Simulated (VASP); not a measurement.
# Ta (Im-3m) in VASP: a series of runs

Aim: see how the results for Ta move with the level of theory and the settings. Levels: b88 exchange, pbe correlation, PBE0. Tasks: single point.

Program: VASP 6.6.1. These are calculated values, not measurements. Logs are shortened: lines on timing, memory, paths and dates and some standing lists are left out, and cuts for length are marked.

**1. The cell of the first run**

It takes space group Im-3m (No. 229, cubic). The conventional cell has a = 3.303 Å, b = 3.303 Å, c = 3.303 Å, α = 90.00°, β = 90.00°, γ = 90.00°. Within 3.8 Å of Ta (site symmetry m-3m) lie 14 Ta at 2.86 to 3.30 Å.

**2. Single point, b88 exchange, pbe correlation, non-collinear spin, zero start, spin-orbit coupling**

INCAR

```
SYSTEM = Ta
  PREC = Accurate
  ENCUT = 500
  EDIFF = 1E-6
  ISMEAR = 0
  SIGMA = 0.1
  LREAL = .FALSE.
  LASPH = .TRUE.
  NELM = 200
  ALGO = Normal
  ISIF = 2
  LWAVE = .FALSE.
  LCHARG = .FALSE.
  MAGMOM = 0 0 0
  LORBIT = 11
  LSORBIT = .TRUE.
  GGA_COMPAT = .FALSE.
  LORBMOM = .TRUE.
  LMAXMIX = 4
  GGA = LIBXC
  LIBXC1 = GGA_X_B88
  LIBXC2 = GGA_C_PBE
  NBANDS = 22
```

KPOINTS

```
Automatic mesh
0
G
  11 11 11
  0 0 0
```

POSCAR

```
Ta
1.0
   -1.6512800000      1.6512800000      1.6512800000
    1.6512800000     -1.6512800000      1.6512800000
    1.6512800000      1.6512800000     -1.6512800000
Ta
1
Direct
    0.0000000000      0.0000000000      0.0000000000
```

Potentials or basis: VASP PAW PBE potentials, release 64 (Ta_pv).

Started as:

```
> cat potpaw_PBE.64/Ta_pv/POTCAR > POTCAR
> mpirun -np 1 vasp_ncl > vasp.out
```

OUTCAR:

```text
SYSTEM = Ta
   PREC = Accurate
   ENCUT = 500
   EDIFF = 1E-6
   ISMEAR = 0
   LREAL = .FALSE.
   LASPH = .TRUE.
   NELM = 200
   ISIF = 2
   LORBIT = 11
   LSORBIT = .TRUE.
   GGA = LIBXC

 ion  position               nearest neighbor table
   1  0.000  0.000  0.000-

  LATTYP: Found a body centered cubic cell.
 ALAT       =     3.3025600000

  Lattice vectors:

 A1 = (  -1.6512800000,   1.6512800000,   1.6512800000)
 A2 = (   1.6512800000,  -1.6512800000,   1.6512800000)
 A3 = (   1.6512800000,   1.6512800000,  -1.6512800000)

Analysis of symmetry for initial positions (statically):
=====================================================================
 Subroutine PRICEL returns:
 Original cell was already a primitive cell.

 Routine SETGRP: Setting up the symmetry group for a
 body centered cubic supercell.

 Subroutine GETGRP returns: Found 48 space group operations
 (whereof 48 operations were pure point group operations)
 out of a pool of 48 trial point group operations.

The static configuration has the point symmetry O_h .

Analysis of symmetry for dynamics (positions and initial velocities):
=====================================================================
 Subroutine PRICEL returns:
 Original cell was already a primitive cell.

 Routine SETGRP: Setting up the symmetry group for a
 body centered cubic supercell.

 Subroutine GETGRP returns: Found 48 space group operations
 (whereof 48 operations were pure point group operations)
 out of a pool of 48 trial point group operations.

The dynamic configuration has the point symmetry O_h .

Analysis of structural, dynamic, and magnetic symmetry:
=====================================================================
 Subroutine PRICEL returns:
 Original cell was already a primitive cell.

 Routine SETGRP: Setting up the symmetry group for a
 body centered cubic supercell.

 Subroutine GETGRP returns: Found 48 space group operations
 (whereof 48 operations were pure point group operations)
 out of a pool of 48 trial point group operations.

The overall configuration has the point symmetry O_h .

 Subroutine INISYM returns: Found 48 space group operations
 (whereof 48 operations are pure point group operations),
 and found     1 'primitive' translations

----------------------------------------------------------------------------------------

                                     Primitive cell

  volume of cell :      18.0104

  direct lattice vectors                    reciprocal lattice vectors
    -1.651280000  1.651280000  1.651280000     0.000000000  0.302795407  0.302795407
     1.651280000 -1.651280000  1.651280000     0.302795407  0.000000000  0.302795407
     1.651280000  1.651280000 -1.651280000     0.302795407  0.302795407  0.000000000

  length of vectors
     2.860100858  2.860100858  2.860100858     0.428217371  0.428217371  0.428217371

  position of ions in fractional coordinates (direct lattice)
     0.000000000  0.000000000  0.000000000

  ion indices of the primitive-cell ions
   primitive index   ion index
                 1           1

----------------------------------------------------------------------------------------

 KPOINTS: Automatic mesh

Automatic generation of k-mesh.
 Grid dimensions read from file:
 generate k-points for:   11   11   11

 Generating k-lattice:

  Cartesian coordinates                     Fractional coordinates (reciprocal lattice)
     0.000000000  0.027526855  0.027526855     0.090909091  0.000000000  0.000000000
     0.027526855  0.000000000  0.027526855     0.000000000  0.090909091  0.000000000
     0.027526855  0.027526855  0.000000000     0.000000000  0.000000000  0.090909091

  Length of vectors
     0.038928852  0.038928852  0.038928852

  Shift w.r.t. Gamma in fractional coordinates (k-lattice)
     0.000000000  0.000000000  0.000000000

 Subroutine IBZKPT returns following result:
 ===========================================

 Found     56 irreducible k-points:

 Following reciprocal coordinates:
            Coordinates               Weight
  0.000000  0.000000  0.000000      1.000000
  0.090909  0.000000  0.000000     12.000000
  0.181818  0.000000  0.000000     12.000000
[... 46 lines left out ...]
   ISIF   =      2    stress and relaxation
   ISYM   =      2    0-nonsym 1-usesym 2-fastsym
   POTIM  = 0.5000    time-step for ionic-motion
   TEBEG  =    0.0;   TEEND  =   0.0 temperature during run
   PSTRESS=    0.0 pullay stress
   NELECT =      11.0000    total number of electrons
   NUPDOWN=      -1.0000    fix difference up-down
   EMIN   =  10.00;   EMAX   =-10.00  energy-range for DOS
   EFERMI =   0.00;   METHOD = LEGACY
   ISMEAR =     0;   SIGMA  =   0.10  broadening in eV -4-tet -1-fermi 0-gaus
   EFERMI_NEDOS =   21; number of points for ismear=-14 and -15
   IALGO  =     38    algorithm
   IMIX   =      4    mixing-type and parameters
     AMIX     =   0.40;   BMIX     =  1.00
     AMIX_MAG =   1.60;   BMIX_MAG =  1.00
  volume/ion in A,a.u.               =      18.01       121.54
  Fermi-wavevector in a.u.,A,eV,Ry     =   1.388988  2.624806 26.249534  1.929286
  Thomas-Fermi vector in A             =   2.513061
   LORBIT       =     11    0 simple, 1 ext, 2 COOP (PROOUT), +10 PAW based schemes
   GGA     = LIBXC    functional components
   LHFCALC =     F    Hartree Fock is set to
   AEXX    =    0.0000 exact exchange contribution
   IVDW    =     0    specifies the selected vdW correction
   LEPSILON=     F    determine dielectric tensor
   LRPA    =     F    only Hartree local field effects (RPA)
 Gauss-broadening in eV      SIGMA  =   0.10
  energy-cutoff  :      500.00
  volume of cell :       18.01
 maximum number of plane-waves:       940
 NGX is ok and might be reduce to    24
   NGX = 11   NGY = 11   NGZ = 11

 number of electron      11.0000000 magnetization       0.0000000      0.0000000      0.0000000

 number of electron      11.0000002 magnetization      -0.0000000     -0.0000000     -0.0000000

 number of electron      11.0000002 magnetization       0.0000000     -0.0000000     -0.0000000

 number of electron      11.0000002 magnetization      -0.0000000      0.0000000      0.0000000

 Free energy of the ion-electron system (eV)
  ---------------------------------------------------
  ext. energy  EPLUGINS =         0.00000000
  ---------------------------------------------------
  free energy    TOTEN  =       -12.40078981 eV

  energy without entropy =      -12.39754097  energy(sigma->0) =      -12.39916539

 E-fermi :   5.4295     XC(G=0): -12.6300

 val. band max:        5.3482149258   @ k =  -0.4545  -0.4545   0.0909
 cond. band min:       5.5196651612   @ k =  -0.1818   0.2727   0.0909
 fundamental gap:      0.1714502354
 Fermi energy:         5.4294510386

 k-point     1 :       0.0000    0.0000    0.0000
  band No.  band energies     occupation
      1     -33.1318      1.00000
      2     -33.1318      1.00000
      3     -25.0783      1.00000
      4     -25.0783      1.00000
      5     -25.0783      1.00000
      6     -25.0783      1.00000
[... 589 lines left out ...]
     21      18.8714      0.00000
     22      18.8714      0.00000

 [... further k-points ...]

------------------------ aborting loop because EDIFF is reached ----------------------------------------

  FORCE on cell =-STRESS in cart. coord.  units (eV):
  Direction    XX          YY          ZZ          XY          YZ          ZX
  --------------------------------------------------------------------------------------
  -------------------------------------------------------------------------------------
  Total        0.2141143      0.2141143      0.2141143      0.0000000     -0.0000000      0.0000000
  in kB       19.0473300     19.0473300     19.0473300      0.0000000     -0.0000000      0.0000000
  external PRESSURE =      19.0473300 kB  Pullay stress =       0.0000000 kB

 VOLUME and BASIS-vectors are now :
 -----------------------------------------------------------------------------
  energy-cutoff  :      500.00
  volume of cell :       18.01
      direct lattice vectors                 reciprocal lattice vectors
    -1.651280000  1.651280000  1.651280000     0.000000000  0.302795407  0.302795407
     1.651280000 -1.651280000  1.651280000     0.302795407  0.000000000  0.302795407
     1.651280000  1.651280000 -1.651280000     0.302795407  0.302795407  0.000000000

 POSITION                                       TOTAL-FORCE (eV/Angst)
 -----------------------------------------------------------------------------------
      0.00000      0.00000      0.00000        -0.000000      0.000000      0.000000
 -----------------------------------------------------------------------------------
    total drift:                               -0.000000      0.000000      0.000000

  FREE ENERGIE OF THE ION-ELECTRON SYSTEM (eV)
  ---------------------------------------------------
  free  energy   TOTEN  =       -12.4007898078 eV

  energy  without entropy=      -12.3975409710  energy(sigma->0) =      -12.39916539

 orbital moment (x)

 # of ion     p       d       tot
 ----------------------------------------
  1        -0.000   0.000   0.000
 ----------------------------------------
           -0.000   0.000   0.000

 orbital moment (y)

 # of ion     p       d       tot
 ----------------------------------------
  1        -0.000   0.000   0.000
 ----------------------------------------
           -0.000   0.000   0.000

 orbital moment (z)

 # of ion     p       d       tot
 ----------------------------------------
  1         0.000   0.000   0.000
 ----------------------------------------
            0.000   0.000   0.000

 Spin-Orbit-Coupling matrix elements

 Ion:    1  E_soc:     -1.4176289
 l=   1
     0.0000000    -0.2149783    -0.2149783
    -0.2149783     0.0000000    -0.2149783
    -0.2149783    -0.2149783     0.0000000
 l=   2
     0.0000000    -0.0052883     0.0000000    -0.0052883    -0.0160050
    -0.0052883     0.0000000    -0.0120037    -0.0052883    -0.0040012
     0.0000000    -0.0120037     0.0000000    -0.0120037     0.0000000
    -0.0052883    -0.0052883    -0.0120037     0.0000000    -0.0040012
    -0.0160050    -0.0040012     0.0000000    -0.0040012     0.0000000
 l=   3
     0.0000000     0.0000000     0.0000000     0.0000000     0.0000000     0.0000000     0.0000000
     0.0000000     0.0000000     0.0000000     0.0000000     0.0000000     0.0000000     0.0000000
     0.0000000     0.0000000     0.0000000     0.0000000     0.0000000     0.0000000     0.0000000
     0.0000000     0.0000000     0.0000000     0.0000000     0.0000000     0.0000000     0.0000000
     0.0000000     0.0000000     0.0000000     0.0000000     0.0000000     0.0000000     0.0000000
     0.0000000     0.0000000     0.0000000     0.0000000     0.0000000     0.0000000     0.0000000
     0.0000000     0.0000000     0.0000000     0.0000000     0.0000000     0.0000000     0.0000000

 total charge

# of ion       s       p       d       tot
------------------------------------------
    1        0.372   6.162   2.421   8.956

 magnetization (x)

# of ion       s       p       d       tot
------------------------------------------
    1        0.000   0.000   0.000   0.000

 magnetization (y)

# of ion       s       p       d       tot
------------------------------------------
    1        0.000   0.000   0.000   0.000

 magnetization (z)

# of ion       s       p       d       tot
------------------------------------------
    1       -0.000   0.000  -0.000  -0.000
```

Wall time 68 s (1 thread of AMD EPYC 7R43 (Zen 3), shared host); peak memory 0.17 GiB.

Results:

* Free energy: -12.4008 eV
* Pressure: 1.9 GPa
* Net moment: 0.00 μB per cell
* Valence electrons inside the program's atomic spheres: Ta 8.96

Moments on the atoms (μB; x, y, z):
```
Ta  0.00 0.00 0.00
```

Caveat: the PAW data sets were made with another functional, which shifts forces and pressure a little.

**3. Single point, PBE0**

POSCAR is that of step 2.

INCAR.step1

```
SYSTEM = Ta
PREC = Accurate
ENCUT = 400
EDIFF = 1E-5
ISMEAR = -1
SIGMA = 0.15
LREAL = .FALSE.
LASPH = .TRUE.
NELM = 120
ALGO = Normal
ISIF = 2
LWAVE = .TRUE.
LCHARG = .FALSE.
GGA = PE
NBANDS = 12
GGA_COMPAT = .FALSE.
```

INCAR.step2

```
SYSTEM = Ta
PREC = Accurate
ENCUT = 400
EDIFF = 1E-6
ISMEAR = -1
SIGMA = 0.15
LREAL = .FALSE.
LASPH = .TRUE.
NELM = 120
ALGO = Normal
ISIF = 2
LWAVE = .FALSE.
LCHARG = .FALSE.
GGA = PE
LHFCALC = .TRUE.
AEXX = 0.25
PRECFOCK = Normal
ISTART = 1
NBANDS = 12
GGA_COMPAT = .FALSE.
```

KPOINTS

```
Automatic mesh
0
G
  8 8 8
  0 0 0
```

Potentials or basis: VASP PAW PBE potentials, release 64 (Ta_pv).

Started as:

```
> cat potpaw_PBE.64/Ta_pv/POTCAR > POTCAR
> cp INCAR.step1 INCAR
> mpirun -np 1 vasp_std > vasp.out
> cp INCAR.step2 INCAR
> mpirun -np 1 vasp_std > vasp.out
```

OUTCAR:

```text
SYSTEM = Ta
   PREC = Accurate
   ENCUT = 400
   EDIFF = 1E-6
   ISMEAR = -1
   LREAL = .FALSE.
   LASPH = .TRUE.
   NELM = 120
   ISIF = 2
   GGA = PE
   LHFCALC = .TRUE.
   AEXX = 0.25
   PRECFOCK = Normal
   ISTART = 1

 ion  position               nearest neighbor table
   1  0.000  0.000  0.000-

  LATTYP: Found a body centered cubic cell.
 ALAT       =     3.3025600000

  Lattice vectors:

 A1 = (  -1.6512800000,   1.6512800000,   1.6512800000)
 A2 = (   1.6512800000,  -1.6512800000,   1.6512800000)
 A3 = (   1.6512800000,   1.6512800000,  -1.6512800000)

Analysis of symmetry for initial positions (statically):
=====================================================================
 Subroutine PRICEL returns:
 Original cell was already a primitive cell.

 Routine SETGRP: Setting up the symmetry group for a
 body centered cubic supercell.

 Subroutine GETGRP returns: Found 48 space group operations
 (whereof 48 operations were pure point group operations)
 out of a pool of 48 trial point group operations.

The static configuration has the point symmetry O_h .

[... 173 lines left out ...]
  band No.  band energies     occupation
      1     -30.5073      2.00000
      2     -30.5073      2.00000
      3     -30.5073      2.00000
      4      -4.1432      2.00000
      5       6.8108      0.00008
      6       6.8108      0.00008
      7       6.8108      0.00008
      8      10.5384      0.00000
      9      10.5384      0.00000
     10      21.6452      0.00000
     11      21.6452      0.00000
     12      21.6452      0.00000
[... 331 lines left out ...]
 k-point    24 :      -0.3750    0.3750    0.2500
  band No.  band energies     occupation
      1     -31.5015      2.00000
      2     -31.1093      2.00000
      3     -30.9943      2.00000
      4       1.5911      2.00000
      5       2.6634      2.00000
      6       7.1298      0.00001
      7       8.0024      0.00000
      8      11.8845      0.00000
      9      11.9904      0.00000
     10      20.8632      0.00000
     11      22.5232      0.00000
     12      23.2134      0.00000

 [... further k-points ...]

------------------------ aborting loop because EDIFF is reached ----------------------------------------

  FORCE on cell =-STRESS in cart. coord.  units (eV):
  Direction    XX          YY          ZZ          XY          YZ          ZX
  --------------------------------------------------------------------------------------
  -------------------------------------------------------------------------------------
  Total       -0.2599515     -0.2599515     -0.2599515      0.0000000     -0.0000000      0.0000000
  in kB      -23.1249506    -23.1249506    -23.1249506      0.0000000     -0.0000000      0.0000000
  external PRESSURE =     -23.1249506 kB  Pullay stress =       0.0000000 kB

 VOLUME and BASIS-vectors are now :
 -----------------------------------------------------------------------------
  energy-cutoff  :      400.00
  volume of cell :       18.01
      direct lattice vectors                 reciprocal lattice vectors
    -1.651280000  1.651280000  1.651280000     0.000000000  0.302795407  0.302795407
     1.651280000 -1.651280000  1.651280000     0.302795407  0.000000000  0.302795407
     1.651280000  1.651280000 -1.651280000     0.302795407  0.302795407  0.000000000

 POSITION                                       TOTAL-FORCE (eV/Angst)
 -----------------------------------------------------------------------------------
      0.00000      0.00000      0.00000        -0.000000      0.000000      0.000000
 -----------------------------------------------------------------------------------
    total drift:                                0.000000      0.000000      0.000000

  FREE ENERGIE OF THE ION-ELECTRON SYSTEM (eV)
  ---------------------------------------------------
  free  energy   TOTEN  =       -14.6299084327 eV

  energy  without entropy=      -14.5854927092  energy(sigma->0) =      -14.60770057
```

OUTCAR.step1:

```text
SYSTEM = Ta
   PREC = Accurate
   ENCUT = 400
   EDIFF = 1E-5
   ISMEAR = -1
   LREAL = .FALSE.
[... 577 lines left out ...]
 -----------------------------------------------------------------------------------
      0.00000      0.00000      0.00000         0.000000      0.000000      0.000000
 -----------------------------------------------------------------------------------
    total drift:                               -0.000000     -0.000000      0.000000

  FREE ENERGIE OF THE ION-ELECTRON SYSTEM (eV)
  ---------------------------------------------------
  free  energy   TOTEN  =       -11.8724638592 eV

  energy  without entropy=      -11.7893223191  energy(sigma->0) =      -11.83089309
```

Wall time 42 min (1 thread of AMD EPYC 7R43 (Zen 3), shared host); peak memory 0.11 GiB.

Results:

| Item | Value |
| --- | --- |
| Free energy | -14.6299 eV |
| Pressure | -2.3 GPa |
| Band gap on the k mesh | zero (an odd number of electrons rules out a gap without spin polarisation) |

Levels at points of the mesh, in eV from the Fermi level:
```
           k point  band 1  band 2  band 3  band 4  band 5  band 6  band 7  band 8  band 9  band 10
(0.00, 0.00, 0.00)  -35.80  -35.80  -35.80   -9.43    1.52    1.52    1.52    5.25    5.25    16.36
(0.50, 0.00, 0.00)  -37.14  -36.21  -35.80   -5.43   -2.17    1.78    5.12    6.19    9.18    13.14
(0.50, 0.50, 0.50)  -36.70  -36.70  -36.70   -4.78   -4.78    8.17    8.17    8.17    9.80     9.80
```

Caveat: the PAW data sets were made with another functional, which shifts forces and pressure a little; spin-orbit coupling is left out, which moves the levels of the heavy elements.
